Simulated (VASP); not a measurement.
# F (C2/m) in VASP: a series of runs

Runs on F. Level: PBEsol. Tasks: single point.

Program: VASP 6.6.1. These are calculated values, not measurements. Logs are shortened: lines on timing, memory, paths and dates and some standing lists are left out, and cuts for length are marked.

### Step 1. The cell of the first run

The structure is monoclinic, space group C2/m (No. 12). Conventional cell: a = 6.236 Å, b = 3.516 Å, c = 7.425 Å, α = 90.00°, β = 112.83°, γ = 90.00°. F (site symmetry m) has 1 F at 1.39 Å within 1.9 Å. Within 1.8 Å of F (site symmetry m) lie 1 F at 1.38 Å.

### Step 2. Single point, PBEsol

Contents of INCAR:

```
PREC     = Accurate       # precision mode
ENCUT    = 520            # plane-wave cutoff, eV
EDIFF    = 1E-6           # SCF threshold, eV
ISMEAR   = 0              # smearing method
SIGMA    = 0.05           # smearing width, eV
LREAL    = False          # projectors in reciprocal space
LASPH    = True           # aspherical terms in the spheres
NELM     = 100            # most SCF steps
ALGO     = Normal         # electronic algorithm
ISIF     = 2              # what is computed and relaxed
LWAVE    = False          # write WAVECAR
LCHARG   = False          # write CHGCAR
GGA      = PS             # functional
NBANDS   = 22             # bands
```

Contents of KPOINTS:

```
regular mesh
0
Gamma
  4 4 2
```

Contents of POSCAR:

```
F
1.0
    3.1086243899     -1.7581509327     -0.2397639306
    3.1086243899      1.7581509327     -0.2397639306
   -2.3459731928      0.0000000000      7.0444444756
F
4
Direct
    0.0848459664      0.0848459664      0.0940038325
    0.9151540336      0.9151540336      0.9059961675
    0.5015719855      0.5015719855      0.5937195244
    0.4984280145      0.4984280145      0.4062804756
```

Potentials or basis: VASP PAW PBE potentials, release 64 (F).

Started as:

```
$ cat potpaw_PBE.64/F/POTCAR > POTCAR
$ mpirun -np 1 vasp_std > vasp.out
```

OUTCAR:

```text
PREC = Accurate
   ENCUT = 520
   EDIFF = 1E-6
   ISMEAR = 0
   LREAL = False
   LASPH = True
   NELM = 100
   ISIF = 2
   GGA = PS

 ion  position               nearest neighbor table
   1  0.085  0.085  0.094-   2 1.39
   2  0.915  0.915  0.906-   1 1.39
   3  0.502  0.502  0.594-   4 1.38
   4  0.498  0.498  0.406-   3 1.38

  LATTYP: Found a base centered monoclinic cell.
 ALAT       =     6.2357140216
 B/A-ratio  =     0.5638972302
 C/A-ratio  =     1.1906910645
 COS(beta)  =    -0.3879892014

  Lattice vectors:

 A1 = (   3.1086243899,  -1.7581509327,  -0.2397639306)
 A2 = (   3.1086243899,   1.7581509327,  -0.2397639306)
 A3 = (  -2.3459731928,   0.0000000000,   7.0444444756)

Analysis of symmetry for initial positions (statically):
=====================================================================
 Subroutine PRICEL returns:
 Original cell was already a primitive cell.

 Routine SETGRP: Setting up the symmetry group for a
 base centered monoclinic supercell.

 Subroutine GETGRP returns: Found  4 space group operations
 (whereof  4 operations were pure point group operations)
 out of a pool of  4 trial point group operations.

The static configuration has the point symmetry C_2h.

Analysis of symmetry for dynamics (positions and initial velocities):
=====================================================================
 Subroutine PRICEL returns:
 Original cell was already a primitive cell.

 Routine SETGRP: Setting up the symmetry group for a
 base centered monoclinic supercell.

 Subroutine GETGRP returns: Found  4 space group operations
 (whereof  4 operations were pure point group operations)
 out of a pool of  4 trial point group operations.

The dynamic configuration has the point symmetry C_2h.

 Subroutine INISYM returns: Found  4 space group operations
 (whereof  4 operations are pure point group operations),
 and found     1 'primitive' translations

----------------------------------------------------------------------------------------

                                     Primitive cell

  volume of cell :      75.0240

  direct lattice vectors                    reciprocal lattice vectors
     3.108624390 -1.758150933 -0.239763931     0.165083128 -0.284389691  0.054976740
     3.108624390  1.758150933 -0.239763931     0.165083128  0.284389691  0.054976740
    -2.345973193  0.000000000  7.044444476     0.011237502  0.000000000  0.145698200

  length of vectors
     3.579403168  3.579403168  7.424808967     0.333395227  0.333395227  0.146130924

  position of ions in fractional coordinates (direct lattice)
     0.084845966  0.084845966  0.094003833
     0.915154034  0.915154034  0.905996167
     0.501571985  0.501571985  0.593719524
     0.498428014  0.498428014  0.406280476

  ion indices of the primitive-cell ions
   primitive index   ion index
                 1           1
                 2           2
                 3           3
                 4           4

----------------------------------------------------------------------------------------

 KPOINTS: regular mesh

Automatic generation of k-mesh.
 Grid dimensions read from file:
 generate k-points for:    4    4    2

 Generating k-lattice:

  Cartesian coordinates                     Fractional coordinates (reciprocal lattice)
     0.041270782 -0.071097423  0.013744185     0.250000000 -0.000000000  0.000000000
     0.041270782  0.071097423  0.013744185    -0.000000000  0.250000000  0.000000000
     0.005618751  0.000000000  0.072849100     0.000000000  0.000000000  0.500000000

  Length of vectors
     0.083348807  0.083348807  0.073065462

  Shift w.r.t. Gamma in fractional coordinates (k-lattice)
     0.000000000  0.000000000  0.000000000

 Subroutine IBZKPT returns following result:
 ===========================================

 Found     14 irreducible k-points:

 Following reciprocal coordinates:
            Coordinates               Weight
  0.000000  0.000000  0.000000      1.000000
  0.250000  0.000000  0.000000      4.000000
  0.500000  0.000000  0.000000      2.000000
  0.250000  0.250000  0.000000      2.000000
  0.500000  0.250000  0.000000      4.000000
 -0.250000  0.250000  0.000000      2.000000
  0.500000  0.500000  0.000000      1.000000
  0.000000  0.000000  0.500000      1.000000
  0.250000  0.000000  0.500000      4.000000
  0.500000  0.000000  0.500000      2.000000
  0.250000  0.250000  0.500000      2.000000
  0.500000  0.250000  0.500000      4.000000
 -0.250000  0.250000  0.500000      2.000000
  0.500000  0.500000  0.500000      1.000000
   k-points           NKPTS =     14   k-points in BZ     NKDIM =     14   number of bands    NBANDS=     22
   number of dos      NEDOS =    301   number of ions     NIONS =      4
   total plane-waves  NPLWV =  43904
   dimension x,y,z NGX =    28 NGY =   28 NGZ =   56
   dimension x,y,z NGXF=    56 NGYF=   56 NGZF=  112
   ions per type =               4
   NGX,Y,Z   is equivalent  to a cutoff of  13.00, 13.00, 12.54 a.u.
   NGXF,Y,Z  is equivalent  to a cutoff of  26.01, 26.01, 25.08 a.u.
 SYSTEM =  unknown system
   PREC   = accura    normal or accurate (medium, high low for compatibility)
   ISTART =      0    job   : 0-new  1-cont  2-samecut
   ICHARG =      2    charge: 1-file 2-atom 10-const
   ISPIN  =      1    spin polarized calculation?
   LNONCOLLINEAR =      F non collinear calculations
   LSORBIT =      F    spin-orbit coupling
   LASPH  =      T    aspherical Exc in radial PAW
   ENCUT  =  520.0 eV  38.22 Ry    6.18 a.u.   6.66  6.66 13.81*2*pi/ulx,y,z
   NELM   =    100;   NELMIN=  2; NELMDL= -5     # of ELM steps
   EDIFF  = 0.1E-05   stopping-criterion for ELM
   LREAL  =      F    real-space projection
   EDIFFG = 0.1E-04   stopping-criterion for IOM
   NSW    =      0    number of steps for IOM
   IBRION =     -1    ionic relax: 0-MD 1-quasi-New 2-CG
   NFREE  =      0    steps in history (QN), initial steepest desc. (CG)
   ISIF   =      2    stress and relaxation
   ISYM   =      2    0-nonsym 1-usesym 2-fastsym
   POTIM  = 0.5000    time-step for ionic-motion
   TEBEG  =    0.0;   TEEND  =   0.0 temperature during run
   PSTRESS=    0.0 pullay stress
   NELECT =      28.0000    total number of electrons
   NUPDOWN=      -1.0000    fix difference up-down
   EMIN   =  10.00;   EMAX   =-10.00  energy-range for DOS
   EFERMI =   0.00;   METHOD = LEGACY
   ISMEAR =     0;   SIGMA  =   0.05  broadening in eV -4-tet -1-fermi 0-gaus
   EFERMI_NEDOS =   21; number of points for ismear=-14 and -15
   IALGO  =     38    algorithm
   IMIX   =      4    mixing-type and parameters
     AMIX     =   0.40;   BMIX     =  1.00
     AMIX_MAG =   1.60;   BMIX_MAG =  1.00
  volume/ion in A,a.u.               =      18.76       126.57
  Fermi-wavevector in a.u.,A,eV,Ry     =   1.178675  2.227373 18.902233  1.389275
  Thomas-Fermi vector in A             =   2.315000
   LORBIT       =      0    0 simple, 1 ext, 2 COOP (PROOUT), +10 PAW based schemes
   GGA     = PS    functional components
   LHFCALC =     F    Hartree Fock is set to
   AEXX    =    0.0000 exact exchange contribution
   IVDW    =     0    specifies the selected vdW correction
   LEPSILON=     F    determine dielectric tensor
   LRPA    =     F    only Hartree local field effects (RPA)
 non-spin polarized calculation
 Gauss-broadening in eV      SIGMA  =   0.05
  energy-cutoff  :      520.00
  volume of cell :       75.02
 maximum number of plane-waves:      2056
 NGX is ok and might be reduce to    28
   NGX = 13   NGY = 13   NGZ = 27

 number of electron      28.0000019 magnetization

 Free energy of the ion-electron system (eV)
  ---------------------------------------------------
  ext. energy  EPLUGINS =         0.00000000
  ---------------------------------------------------
  free energy    TOTEN  =        -7.77193435 eV

  energy without entropy =       -7.77193435  energy(sigma->0) =       -7.77193435

 E-fermi :  -5.3598     XC(G=0):  -6.8484

 val. band max:       -5.6086562665   @ k =   0.5000   0.5000   0.0000
 cond. band min:      -2.4184871379   @ k =   0.0000   0.0000   0.0000
 fundamental gap:      3.1901691286
 Fermi energy:        -5.3598208420

 k-point     1 :       0.0000    0.0000    0.0000
  band No.  band energies     occupation
      1     -31.0301      2.00000
      2     -30.8752      2.00000
      3     -24.0883      2.00000
      4     -23.8136      2.00000
      5     -12.4516      2.00000
      6     -11.8361      2.00000
[... 14 lines left out ...]
     21      13.9354      0.00000
     22      14.3051      0.00000

 k-point     2 :       0.2500    0.0000    0.0000
  band No.  band energies     occupation
      1     -31.0082      2.00000
      2     -30.8629      2.00000
      3     -24.0420      2.00000
      4     -23.8403      2.00000
      5     -12.3597      2.00000
      6     -11.9173      2.00000
[... 14 lines left out ...]
     21      11.5300      0.00000
     22      13.2510      0.00000

 k-point     3 :       0.5000    0.0000    0.0000
  band No.  band energies     occupation
      1     -30.9856      2.00000
      2     -30.8511      2.00000
      3     -23.9727      2.00000
      4     -23.8899      2.00000
      5     -12.1752      2.00000
      6     -12.0899      2.00000
[... 14 lines left out ...]
     21      10.3401      0.00000
     22      10.6567      0.00000
[... 226 lines left out ...]
 k-point    13 :      -0.2500    0.2500    0.5000
  band No.  band energies     occupation
      1     -30.9857      2.00000
      2     -30.8511      2.00000
      3     -23.9729      2.00000
      4     -23.8903      2.00000
      5     -12.1703      2.00000
      6     -12.0878      2.00000
[... 14 lines left out ...]
     21      10.7606      0.00000
     22      10.7674      0.00000

 k-point    14 :       0.5000    0.5000    0.5000
  band No.  band energies     occupation
      1     -30.9841      2.00000
      2     -30.8498      2.00000
      3     -23.9879      2.00000
      4     -23.9051      2.00000
      5     -12.1995      2.00000
      6     -12.1174      2.00000
[... 14 lines left out ...]
     21       9.2265      0.00000
     22       9.4341      0.00000

------------------------ aborting loop because EDIFF is reached ----------------------------------------

  FORCE on cell =-STRESS in cart. coord.  units (eV):
  Direction    XX          YY          ZZ          XY          YZ          ZX
  --------------------------------------------------------------------------------------
  -------------------------------------------------------------------------------------
  Total        0.2039110     -0.2381897      2.3728363      0.0000000      0.0000000      0.1725404
  in kB        4.3546277     -5.0866667     50.6731786      0.0000000      0.0000000      3.6846917
  external PRESSURE =      16.6470465 kB  Pullay stress =       0.0000000 kB

 VOLUME and BASIS-vectors are now :
 -----------------------------------------------------------------------------
  energy-cutoff  :      520.00
  volume of cell :       75.02
      direct lattice vectors                 reciprocal lattice vectors
     3.108624390 -1.758150933 -0.239763931     0.165083128 -0.284389691  0.054976740
     3.108624390  1.758150933 -0.239763931     0.165083128  0.284389691  0.054976740
    -2.345973193  0.000000000  7.044444476     0.011237502  0.000000000  0.145698200

 POSITION                                       TOTAL-FORCE (eV/Angst)
 -----------------------------------------------------------------------------------
      0.30698      0.00000      0.62152         0.479065      0.000000      0.960623
      3.56430      0.00000      5.94340        -0.479065      0.000000     -0.960623
      1.72555      0.00000      3.94191        -0.326099      0.000000      1.023942
      2.14573      0.00000      2.62301         0.326099      0.000000     -1.023942
 -----------------------------------------------------------------------------------
    total drift:                                0.000000      0.000000     -0.000000

  FREE ENERGIE OF THE ION-ELECTRON SYSTEM (eV)
  ---------------------------------------------------
  free  energy   TOTEN  =        -7.7719343523 eV

  energy  without entropy=       -7.7719343523  energy(sigma->0) =       -7.77193435
```

It took 19 s on 1 thread of Intel Xeon Platinum 8375C at 2.90GHz (Ice Lake), shared host; peak memory 0.19 GiB.

Results:

* Free energy: -7.7719 eV
* Pressure: 1.7 GPa
* Largest force: 1.075 eV/Å
* Band gap on the k mesh: 3.19 eV, indirect (least direct gap 3.28 eV)

Forces in eV/Å, atoms in the order of the input:
```
F    0.479  0.000  0.961
F   -0.479  0.000 -0.961
F   -0.326  0.000  1.024
F    0.326  0.000 -1.024
```

Caveat: the k points lie up to 0.52 Å⁻¹ apart; the PAW data sets were made with another functional, which shifts forces and pressure a little. A k mesh can miss the band edges.

### Step 3. Single point, PBEsol

Contents of INCAR:

```
PREC = Accurate ; ENCUT = 520
EDIFF = 1E-6 ; ISMEAR = 0
SIGMA = 0.05 ; LREAL = False
LASPH = True ; NELM = 100
ALGO = Normal ; ISIF = 2
LWAVE = False ; LCHARG = True
GGA = PS ; LELF = True
LVHAR = True ; NBANDS = 22
```

KPOINTS is that of step 2.

Contents of POSCAR:

```
F
1.0
    3.1419808727     -1.7487934260     -0.2423366703
    3.1419808727      1.7487934260     -0.2423366703
   -2.3795937812      0.0000000000      7.0105075740
F
4
Direct
    0.0848459664      0.0848459664      0.0940038325
    0.9151540336      0.9151540336      0.9059961675
    0.5015719855      0.5015719855      0.5937195244
    0.4984280145      0.4984280145      0.4062804756
```

Potentials or basis: VASP PAW PBE potentials, release 64 (F).

Started as:

```
$ cat potpaw_PBE.64/F/POTCAR > POTCAR
$ mpirun -np 1 vasp_std > vasp.out
```

Wall time 21 s (1 thread of Intel Xeon Platinum 8375C at 2.90GHz (Ice Lake), shared host); peak memory 0.19 GiB.

The run converged. Its results:

| Item | Value |
| --- | --- |
| Free energy | -7.7617 eV |
| Pressure | 2.0 GPa |
| Largest force | 1.259 eV/Å |
| Band gap on the k mesh | 3.25 eV, indirect (least direct gap 3.35 eV) |

Forces on the atoms (eV/Å):
```
F    0.568  0.000  1.121
F   -0.568  0.000 -1.121
F   -0.388  0.000  1.198
F    0.388  0.000 -1.198
```

Stress tensor (GPa, compression positive):
```
 0.61  0.00  0.42
 0.00 -0.50  0.00
 0.42  0.00  5.98
```

Levels at points of the mesh, in eV from the valence-band top:
```csv
k point,band 12,band 13,band 14,band 15,band 16,band 17
"(0.00, 0.00, 0.00)",-0.18,-0.13,-0.10,3.25,4.03,8.55
"(0.50, 0.00, 0.00)",-0.32,-0.30,-0.19,3.67,3.75,12.49
"(0.50, 0.50, 0.00)",-0.29,-0.19,0.00,3.63,3.73,12.70
"(0.00, 0.00, 0.50)",-0.21,-0.17,-0.10,3.57,3.65,9.43
"(0.50, 0.00, 0.50)",-0.36,-0.22,-0.07,3.51,3.90,12.41
"(0.50, 0.50, 0.50)",-0.27,-0.18,-0.10,3.66,3.74,12.28
```

Caveat: the k points lie up to 0.52 Å⁻¹ apart; the PAW data sets were made with another functional, which shifts forces and pressure a little. PBEsol gaps usually lie below the measured ones, often by a third to a half.

### Step 4. Single point, PBEsol

Contents of INCAR:

```
SYSTEM = F
PREC = Accurate
ENCUT = 520
EDIFF = 1E-7
ISMEAR = 0
SIGMA = 0.05
LREAL = .False.
LASPH = .True.
NELM = 80
ALGO = Normal
ISIF = 2
LWAVE = .False.
LCHARG = .False.
GGA = PS
NBANDS = 22
```

Contents of KPOINTS:

```
regular mesh
0
Gamma
  4 4 2
  0 0 0
```

Contents of POSCAR:

```
F
1.0
    3.0754980528     -1.7675941366     -0.2372089417
    3.0754980528      1.7675941366     -0.2372089417
   -2.3125395970      0.0000000000      7.0787303456
F
4
Direct
    0.0848459664      0.0848459664      0.0940038325
    0.9151540336      0.9151540336      0.9059961675
    0.5015719855      0.5015719855      0.5937195244
    0.4984280145      0.4984280145      0.4062804756
```

Started as:

```
$ cat potpaw_PBE.64/F/POTCAR > POTCAR
$ mpirun -np 1 vasp_std > vasp.out
```

Run time: 19 s. Hardware: 1 thread of Intel Xeon Platinum 8375C at 2.90GHz (Ice Lake), shared host; peak memory 0.18 GiB.

Results (log left out):

```
Free energy            : -7.7807 eV
Pressure               : 1.3 GPa
Largest force          : 0.890 eV/Å
Band gap on the k mesh : 3.13 eV, indirect (least direct gap 3.22 eV)
```

Forces on the atoms (eV/Å):
```
F    0.392  0.000  0.799
F   -0.392  0.000 -0.799
F   -0.266  0.000  0.849
F    0.266  0.000 -0.849
```

Stress tensor (GPa, compression positive):
```
 0.26  0.00  0.30
 0.00 -0.50  0.00
 0.30  0.00  4.15
```

Levels at points of the mesh, in eV from the valence-band top:
```
           k point  band 11  band 12  band 13  band 14  band 15  band 16  band 17  band 18
(0.00, 0.00, 0.00)    -0.34    -0.18    -0.12    -0.09     3.13     3.93     8.60    11.05
(0.50, 0.00, 0.00)    -0.38    -0.31    -0.30    -0.18     3.56     3.65    12.52    12.67
(0.50, 0.50, 0.00)    -0.35    -0.29    -0.20     0.00     3.51     3.64    12.81    13.06
(0.00, 0.00, 0.50)    -0.30    -0.18    -0.18    -0.09     3.46     3.55     9.46     9.48
(0.50, 0.00, 0.50)    -0.50    -0.34    -0.21    -0.07     3.39     3.80    12.43    13.28
(0.50, 0.50, 0.50)    -0.38    -0.26    -0.18    -0.10     3.55     3.64    12.45    12.59
```

Caveat: the k points lie up to 0.52 Å⁻¹ apart; the PAW data sets were made with another functional, which shifts forces and pressure a little.

### Step 5. Summary

```tsv
cell	gap on the mesh (eV)	pressure (GPa)	largest force (eV/Å)
a = 3.579, b = 3.579, c = 7.425 Å, angles 109.8, 109.8, 58.8°, 4 atoms	3.19	1.7	1.07
a = 3.604, b = 3.604, c = 7.403 Å, angles 110.1, 110.1, 58.1°, 4 atoms	3.25	2.0	1.26
a = 3.555, b = 3.555, c = 7.447 Å, angles 109.4, 109.4, 59.6°, 4 atoms	3.13	1.3	0.89
```

Alike in all rows: task single point; level PBEsol; potentials or basis VASP PAW PBE potentials, release 64 (F); no spin polarisation; k mesh 4 × 4 × 2; cutoff (eV) 520; smearing gaussian 0.05 eV.

Caveats: all runs use coarse meshes; the PAW data sets were made with another functional, which shifts forces and pressure a little.

Total energies depend on the potentials used, so only differences within one code and one set of settings carry meaning.
